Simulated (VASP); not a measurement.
# MgS (Fm-3m) in VASP: relaxation of cell and atoms with LDA

Aim: the relaxation of cell and atoms of MgS with LDA.

Program: VASP 6.6.1. These are calculated values, not measurements. Logs are shortened: lines on timing, memory, paths and dates and some standing lists are left out, and cuts for length are marked.

## Step 1: The cell of the first run

The structure is cubic, space group Fm-3m (No. 225). Conventional cell: a = 5.230 Å, b = 5.230 Å, c = 5.230 Å, α = 90.00°, β = 90.00°, γ = 90.00°. Within 3.4 Å of Mg (site symmetry m-3m) lie 6 S at 2.61 Å. Within 3.4 Å of S (site symmetry m-3m) lie 6 Mg at 2.61 Å.

## Step 2: Relaxation of cell and atoms, LDA

File INCAR:

```
ALGO = Normal
EDIFF = 1E-7
EDIFFG = -0.005
ENCUT = 600
GGA = CA
IBRION = 2
ISIF = 3
ISMEAR = -1
LASPH = T
LCHARG = F
LREAL = F
LWAVE = F
NELM = 100
NSW = 80
PREC = Accurate
SIGMA = 0.02
```

File KPOINTS:

```
k-points
0
Gamma
  8 8 8
```

File POSCAR:

```
MgS
1.0
    0.0000000000      2.6148576572      2.6148576572
    2.6148576572      0.0000000000      2.6148576572
    2.6148576572      2.6148576572      0.0000000000
Mg S
1 1
Direct
    0.0000000000      0.0000000000      0.0000000000
    0.5000000000      0.5000000000      0.5000000000
```

Potentials or basis: VASP PAW LDA potentials, release 64 (Mg, S).

Launch:

```bash
> cat potpaw_LDA.64/Mg/POTCAR potpaw_LDA.64/S/POTCAR > POTCAR
> mpirun -np 1 vasp_std > vasp.out
```

OUTCAR:

```text
EDIFF = 1E-7
   EDIFFG = -0.005
   ENCUT = 600
   GGA = CA
   IBRION = 2
   ISIF = 3
   ISMEAR = -1
   LASPH = T
   LREAL = F
   NELM = 100
   NSW = 80
   PREC = Accurate

 ion  position               nearest neighbor table
   1  0.000  0.000  0.000-   2 2.61   2 2.61   2 2.61   2 2.61   2 2.61   2 2.61
   2  0.500  0.500  0.500-   1 2.61   1 2.61   1 2.61   1 2.61   1 2.61   1 2.61

  LATTYP: Found a face centered cubic cell.
 ALAT       =     5.2297153144

  Lattice vectors:

 A1 = (   0.0000000000,   2.6148576572,   2.6148576572)
 A2 = (   2.6148576572,   0.0000000000,   2.6148576572)
 A3 = (   2.6148576572,   2.6148576572,   0.0000000000)

Analysis of symmetry for initial positions (statically):
=====================================================================
 Subroutine PRICEL returns:
 Original cell was already a primitive cell.

 Routine SETGRP: Setting up the symmetry group for a
 face centered cubic supercell.

 Subroutine GETGRP returns: Found 48 space group operations
 (whereof 48 operations were pure point group operations)
 out of a pool of 48 trial point group operations.

The static configuration has the point symmetry O_h .

Analysis of symmetry for dynamics (positions and initial velocities):
=====================================================================
 Subroutine PRICEL returns:
 Original cell was already a primitive cell.

 Routine SETGRP: Setting up the symmetry group for a
 face centered cubic supercell.

 Subroutine GETGRP returns: Found 48 space group operations
 (whereof 48 operations were pure point group operations)
 out of a pool of 48 trial point group operations.

The dynamic configuration has the point symmetry O_h .

 Subroutine INISYM returns: Found 48 space group operations
 (whereof 48 operations are pure point group operations),
 and found     1 'primitive' translations

----------------------------------------------------------------------------------------

                                     Primitive cell

  volume of cell :      35.7581

  direct lattice vectors                    reciprocal lattice vectors
     0.000000000  2.614857657  2.614857657    -0.191214997  0.191214997  0.191214997
     2.614857657  0.000000000  2.614857657     0.191214997 -0.191214997  0.191214997
     2.614857657  2.614857657  0.000000000     0.191214997  0.191214997 -0.191214997

  length of vectors
     3.697967162  3.697967162  3.697967162     0.331194091  0.331194091  0.331194091

  position of ions in fractional coordinates (direct lattice)
     0.000000000  0.000000000  0.000000000
     0.500000000  0.500000000  0.500000000

  ion indices of the primitive-cell ions
   primitive index   ion index
                 1           1
                 2           2

----------------------------------------------------------------------------------------

 KPOINTS: k-points

Automatic generation of k-mesh.
 Grid dimensions read from file:
 generate k-points for:    8    8    8

 Generating k-lattice:

  Cartesian coordinates                     Fractional coordinates (reciprocal lattice)
    -0.023901875  0.023901875  0.023901875     0.125000000  0.000000000  0.000000000
     0.023901875 -0.023901875  0.023901875     0.000000000  0.125000000  0.000000000
     0.023901875  0.023901875 -0.023901875     0.000000000  0.000000000  0.125000000

  Length of vectors
     0.041399261  0.041399261  0.041399261

  Shift w.r.t. Gamma in fractional coordinates (k-lattice)
     0.000000000  0.000000000  0.000000000

 Subroutine IBZKPT returns following result:
 ===========================================

 Found     29 irreducible k-points:

 Following reciprocal coordinates:
            Coordinates               Weight
  0.000000  0.000000  0.000000      1.000000
  0.125000  0.000000  0.000000      8.000000
  0.250000  0.000000  0.000000      8.000000
  0.375000  0.000000  0.000000      8.000000
  0.500000  0.000000  0.000000      4.000000
  0.125000  0.125000  0.000000      6.000000
[... 16 lines left out ...]
  0.500000  0.250000  0.125000     48.000000
 -0.375000  0.250000  0.125000     24.000000
 [... further k-points ...]
   k-points           NKPTS =     29   k-points in BZ     NKDIM =     29   number of bands    NBANDS=      8
   number of dos      NEDOS =    301   number of ions     NIONS =      2
   total plane-waves  NPLWV =  27000
   dimension x,y,z NGX =    30 NGY =   30 NGZ =   30
   dimension x,y,z NGXF=    60 NGYF=   60 NGZF=   60
   ions per type =               1   1
   NGX,Y,Z   is equivalent  to a cutoff of  13.49, 13.49, 13.49 a.u.
   NGXF,Y,Z  is equivalent  to a cutoff of  26.97, 26.97, 26.97 a.u.
 SYSTEM =  unknown system
   PREC   = accura    normal or accurate (medium, high low for compatibility)
   ISTART =      0    job   : 0-new  1-cont  2-samecut
   ICHARG =      2    charge: 1-file 2-atom 10-const
   ISPIN  =      1    spin polarized calculation?
   LNONCOLLINEAR =      F non collinear calculations
   LSORBIT =      F    spin-orbit coupling
   LASPH  =      T    aspherical Exc in radial PAW
   ENCUT  =  600.0 eV  44.10 Ry    6.64 a.u.   7.39  7.39  7.39*2*pi/ulx,y,z
   NELM   =    100;   NELMIN=  2; NELMDL= -5     # of ELM steps
   EDIFF  = 0.1E-06   stopping-criterion for ELM
   LREAL  =      F    real-space projection
   EDIFFG = -.5E-02   stopping-criterion for IOM
   NSW    =     80    number of steps for IOM
   IBRION =      2    ionic relax: 0-MD 1-quasi-New 2-CG
   NFREE  =      1    steps in history (QN), initial steepest desc. (CG)
   ISIF   =      3    stress and relaxation
   ISYM   =      2    0-nonsym 1-usesym 2-fastsym
   POTIM  = 0.5000    time-step for ionic-motion
   TEBEG  =    0.0;   TEEND  =   0.0 temperature during run
   PSTRESS=    0.0 pullay stress
   NELECT =       8.0000    total number of electrons
   NUPDOWN=      -1.0000    fix difference up-down
   EMIN   =  10.00;   EMAX   =-10.00  energy-range for DOS
   EFERMI =   0.00;   METHOD = LEGACY
   ISMEAR =    -1;   SIGMA  =   0.02  broadening in eV -4-tet -1-fermi 0-gaus
   EFERMI_NEDOS =   21; number of points for ismear=-14 and -15
   IALGO  =     38    algorithm
   IMIX   =      4    mixing-type and parameters
     AMIX     =   0.40;   BMIX     =  1.00
     AMIX_MAG =   1.60;   BMIX_MAG =  1.00
  volume/ion in A,a.u.               =      17.88       120.65
  Fermi-wavevector in a.u.,A,eV,Ry     =   0.993833  1.878072 13.438531  0.987704
  Thomas-Fermi vector in A             =   2.125742
   LORBIT       =      0    0 simple, 1 ext, 2 COOP (PROOUT), +10 PAW based schemes
   GGA     = CA    functional components
   LHFCALC =     F    Hartree Fock is set to
   AEXX    =    0.0000 exact exchange contribution
   IVDW    =     0    specifies the selected vdW correction
   LEPSILON=     F    determine dielectric tensor
   LRPA    =     F    only Hartree local field effects (RPA)
 conjugate gradient relaxation of ions
 non-spin polarized calculation
  energy-cutoff  :      600.00
  volume of cell :       35.76
 maximum number of plane-waves:      1243
 NGX is ok and might be reduce to    30
   NGX = 15   NGY = 15   NGZ = 15

--------------------------------------- Ionic step        1  -------------------------------------------

 number of electron       7.9999999 magnetization

 Free energy of the ion-electron system (eV)
  ---------------------------------------------------
  ext. energy  EPLUGINS =         0.00000000
  ---------------------------------------------------
  free energy    TOTEN  =        -9.55713856 eV

  energy without entropy =       -9.55713856  energy(sigma->0) =       -9.55713856

 E-fermi :   3.8956     XC(G=0):  -9.9257

 val. band max:        3.4448950503   @ k =   0.0000   0.0000   0.0000
 cond. band min:       5.9706678963   @ k =   0.5000   0.5000   0.0000
 fundamental gap:      2.5257728460
 Fermi energy:         3.8956482570

 k-point     1 :       0.0000    0.0000    0.0000
  band No.  band energies     occupation
      1      -9.1093      2.00000
      2       3.4449      2.00000
      3       3.4449      2.00000
      4       3.4449      2.00000
      5       6.8193      0.00000
      6      11.2914      0.00000
      7      11.2914      0.00000
      8      11.2914      0.00000

 k-point     2 :       0.1250    0.0000    0.0000
  band No.  band energies     occupation
      1      -8.9596      2.00000
      2       2.3763      2.00000
      3       3.3460      2.00000
      4       3.3460      2.00000
      5       7.6466      0.00000
      6      10.9514      0.00000
      7      11.5291      0.00000
      8      11.5291      0.00000
[... 300 lines left out ...]
 POSITION                                       TOTAL-FORCE (eV/Angst)
 -----------------------------------------------------------------------------------
      2.54683      2.54683      5.09367        -0.000000     -0.000000      0.000000
      2.54683      2.54683      2.54683         0.000000      0.000000     -0.000000
 -----------------------------------------------------------------------------------
    total drift:                               -0.000000     -0.000000      0.000000

  FREE ENERGIE OF THE ION-ELECTRON SYSTEM (eV)
  ---------------------------------------------------
  free  energy   TOTEN  =        -9.5910894432 eV

  energy  without entropy=       -9.5910894432  energy(sigma->0) =       -9.59108944

--------------------------------------- Ionic step        3  -------------------------------------------

 number of electron       8.0000001 magnetization

 Free energy of the ion-electron system (eV)
  ---------------------------------------------------
  ext. energy  EPLUGINS =         0.00000000
  ---------------------------------------------------
  free energy    TOTEN  =        -9.59290636 eV

  energy without entropy =       -9.59290636  energy(sigma->0) =       -9.59290636

 E-fermi :   4.4949     XC(G=0): -10.1941

 val. band max:        4.0406875214   @ k =   0.0000   0.0000   0.0000
 cond. band min:       6.7038494840   @ k =   0.5000   0.5000   0.0000
 fundamental gap:      2.6631619626
 Fermi energy:         4.4949479731

 k-point     1 :       0.0000    0.0000    0.0000
  band No.  band energies     occupation
      1      -8.8944      2.00000
      2       4.0407      2.00000
      3       4.0407      2.00000
      4       4.0407      2.00000
      5       7.9358      0.00000
      6      11.8412      0.00000
      7      11.8412      0.00000
      8      11.8412      0.00000

 k-point     2 :       0.1250    0.0000    0.0000
  band No.  band energies     occupation
      1      -8.7287      2.00000
      2       2.9313      2.00000
      3       3.9273      2.00000
      4       3.9273      2.00000
      5       8.7277      0.00000
      6      11.5624      0.00000
      7      12.1125      0.00000
      8      12.1125      0.00000
[... 264 lines left out ...]
 POSITION                                       TOTAL-FORCE (eV/Angst)
 -----------------------------------------------------------------------------------
      0.00000      0.00000      0.00000        -0.000000      0.000000      0.000000
      2.55885      2.55885      2.55885         0.000000     -0.000000     -0.000000
 -----------------------------------------------------------------------------------
    total drift:                               -0.000000     -0.000000      0.000000

  FREE ENERGIE OF THE ION-ELECTRON SYSTEM (eV)
  ---------------------------------------------------
  free  energy   TOTEN  =        -9.5929063556 eV

  energy  without entropy=       -9.5929063556  energy(sigma->0) =       -9.59290636

 reached required accuracy - stopping structural energy minimisation
```

Run time: 41 s. Hardware: 1 thread of Intel Xeon 8259CL, shared host; peak memory 0.16 GiB.

Results:

```
Free energy                           : -9.5929 eV
Relaxed volume                        : 16.75 Å³/atom
Relaxed cell                          : a = 3.619 Å, b = 3.619 Å, c = 3.619 Å, α = 60.00°, β = 60.00°, γ = 60.00°
Space group after relaxing (to 0.1 Å) : Fm-3m (No. 225)
Energy gained by relaxing             : 17.9 meV/atom
Ionic steps                           : 3
Pressure after relaxing               : 0.0 GPa
Band gap on the k mesh                : 2.66 eV (least direct gap 3.90 eV)
```

Step by step:
| step | energy change (eV) | largest force (eV/Å) | pressure (GPa) | volume (Å³) |
| --- | --- | --- | --- | --- |
| 1 | 0.0000 | 0.0000 | -4.83 | 35.76 |
| 2 | -0.0340 | 0.0000 | 1.25 | 33.04 |
| 3 | -0.0358 | 0.0000 | 0.01 | 33.51 |

Final structure:
```
Mg S
1.0
     0.00000    2.55885    2.55885
     2.55885    0.00000    2.55885
     2.55885    2.55885    0.00000
Mg S
1 1
Direct
  0.00000 0.00000 0.00000
  0.50000 0.50000 0.50000
```
